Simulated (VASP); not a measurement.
Write the native input for VASP 6.6.1 that does the following.

```
Task                   : single point
Functional             : PBE
Potentials or basis    : VASP PAW PBE potentials, release 64 (Al, Co, Fe)
Cutoff                 : 520 eV
k mesh                 : 8 × 8 × 2
Occupations            : gaussian, width 0.2 eV
Spin                   : collinear spin, ferrimagnetic start
Starting moments       : [0.0, 0.0, 0.0, 0.0, -0.11, 0.7, 0.82, 0.7] μB
Dipole correction      : no
Further INCAR settings : ALGO = Fast; EDIFF = 1e-07; NBANDS = 36
```

The structure of Al4Fe3Co lies in POSCAR:

```
Al4Fe3Co
1.0
    2.8665403000      0.0000000000      0.0000000000
    0.0000000000      2.8665403000      0.0000000000
    0.0000000000      0.0000000000     11.4852112000
Al Co Fe
4 1 3
Direct
    0.0000000000      0.0000000000      0.6251690000
    0.0000000000      0.0000000000      0.3748310000
    0.0000000000      0.0000000000      0.1254700000
    0.0000000000      0.0000000000      0.8745300000
    0.5000000000      0.5000000000      0.5000000000
    0.5000000000      0.5000000000      0.2499230000
    0.5000000000      0.5000000000      0.0000000000
    0.5000000000      0.5000000000      0.7500770000
```

These files were run (other wordings do the same):

INCAR

```
SYSTEM = Al4Fe3Co
PREC = Accurate ; ENCUT = 520
EDIFF = 1E-7 ; ISMEAR = 0
SIGMA = 0.2 ; LREAL = .FALSE.
LASPH = .TRUE. ; NELM = 150
ALGO = Fast ; ISIF = 2
LWAVE = .FALSE. ; LCHARG = .TRUE.
ISPIN = 2 ; MAGMOM = 0 0 0 0 -0.11 0.7 0.82 0.7
LORBIT = 11 ; LMAXMIX = 4
GGA = PE ; LELF = .TRUE.
LVHAR = .TRUE. ; NBANDS = 36
```

KPOINTS

```
regular mesh
0
G
  8 8 2
  0 0 0
```

Potentials or basis: VASP PAW PBE potentials, release 64 (Al, Co, Fe).

Launch:

```sh
$ cat potpaw_PBE.64/Al/POTCAR potpaw_PBE.64/Co/POTCAR potpaw_PBE.64/Fe/POTCAR > POTCAR
$ mpirun -np 1 vasp_std > vasp.out
```

It gave:

```yaml
Pressure: 0.2 GPa
Largest_force: 0.040 eV/Å
Net_moment: 1.99 μB per cell
Site_moments: Al -0.01, -0.03; Co -0.10; Fe +0.68, +0.83 μB
Valence_electrons_inside_the_program's_atomic_spheres: Al 0.83, 0.84; Co 8.41; Fe 7.44, 7.42
```

Run time: 5.2 min on 1 thread of Intel(R) Xeon(R) Platinum 8259CL CPU @ 2.50GHz (Skylake/Cascade Lake), with other jobs on the host, peak memory 0.35 GiB.
